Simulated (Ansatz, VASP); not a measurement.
## Mg5ZnS6: VASP beside Ansatz

INCAR

```
SYSTEM = Mg5ZnS6
PREC = Accurate
ENCUT = 520
EDIFF = 1E-6
ISMEAR = 0
SIGMA = 0.1
LREAL = .FALSE.
LASPH = .TRUE.
NELM = 80
ALGO = Normal
ISIF = 2
LWAVE = .FALSE.
LCHARG = .FALSE.
GGA = PE
NBANDS = 41
```

Contents of KPOINTS:

```
regular mesh
0
G
  2 3 3
  0 0 0
```

POSCAR

```
Mg5ZnS6
1.0
    0.0000000000      0.0000000000      6.4698924053
    6.9595102876      0.0000000000      0.0000000000
   -3.4797551438      6.0271127069      0.0000000000
Mg Zn S
5 1 6
Direct
    0.0024083011      0.0000000000      0.6698284251
    0.0024083011      0.6698284251      1.0000000000
    0.0024083011      0.3301715749      0.3301715749
    0.5029451717      0.3333333333      0.6666666667
    0.5029451717      0.6666666667      0.3333333333
    0.5042070683      0.0000000000      0.0000000000
    0.3846750577      0.0000000000      0.6768882777
    0.3846750577      0.6768882777      1.0000000000
    0.3846750577      0.3231117223      0.3231117223
    0.8842664075      0.3333333333      0.6666666667
    0.8701196370      0.0000000000      1.0000000000
    0.8842664075      0.6666666667      0.3333333333
```

Input for Ansatz:

```yaml
crystal:
  lattice:
    - [0.0, 0.0, 6.4698924053]
    - [6.9595102876, 0.0, 0.0]
    - [-3.4797551438, 6.0271127069, 0.0]
  atoms:
    - { symbol: Mg, position: [0.0024083011, 0.0, 0.6698284251] }
    - { symbol: Mg, position: [0.0024083011, 0.6698284251, 1.0] }
    - { symbol: Mg, position: [0.0024083011, 0.3301715749, 0.3301715749] }
    - { symbol: Mg, position: [0.5029451717, 0.3333333333, 0.6666666667] }
    - { symbol: Mg, position: [0.5029451717, 0.6666666667, 0.3333333333] }
    - { symbol: Zn, position: [0.5042070683, 0.0, 0.0] }
    - { symbol: S, position: [0.3846750577, 0.0, 0.6768882777] }
    - { symbol: S, position: [0.3846750577, 0.6768882777, 1.0] }
    - { symbol: S, position: [0.3846750577, 0.3231117223, 0.3231117223] }
    - { symbol: S, position: [0.8842664075, 0.3333333333, 0.6666666667] }
    - { symbol: S, position: [0.870119637, 0.0, 1.0] }
    - { symbol: S, position: [0.8842664075, 0.6666666667, 0.3333333333] }
basis:
  ecutwfc: 420
kpoints:
  mp_grid: { grid: [2, 3, 3] }
hamiltonian:
  xc: pbe
scf:
  occupations: { method: gaussian, width: 0.1 }
  lower_state_search: "off"
output:
  forces: true
  stress: true
  eigenvalues: true
```

Alike in both runs: task single point; functional PBE; k mesh 2 × 3 × 3; occupations gaussian, width 0.1 eV; no spin polarisation.

```csv
,VASP,Ansatz
version,VASP 6.6.1,Ansatz 0.2.0
potentials or method,"VASP PAW PBE potentials, release 64 (Mg, Zn, S), cutoff 520 eV","scalar-relativistic, plane waves, PAW"
valence electrons in the cell,58,98
```

VASP gave:

```
gap on the k mesh at the Fermi level (eV) : 3.13
least direct gap on the mesh (eV)         : 3.13
pressure (GPa)                            : -0.1
rms of the force components (eV/Å)        : 0.006
```

Task: Which values does Ansatz return?

Result: gap on the k mesh at the Fermi level (eV): 3.14; least direct gap on the mesh (eV): 3.14; pressure (GPa): 0.0; rms of the force components (eV/Å): 0.003.

Atom by atom the forces differ by 0.008 eV/Å (rms over components). The functional is the same, so the differences come from potentials, cutoffs and numerics. VASP's potentials hold 58 valence electrons a cell and Ansatz's 98, so a difference there can come from the potentials and not from the codes.

The k mesh is coarse, so the values compare programs but aren't converged.
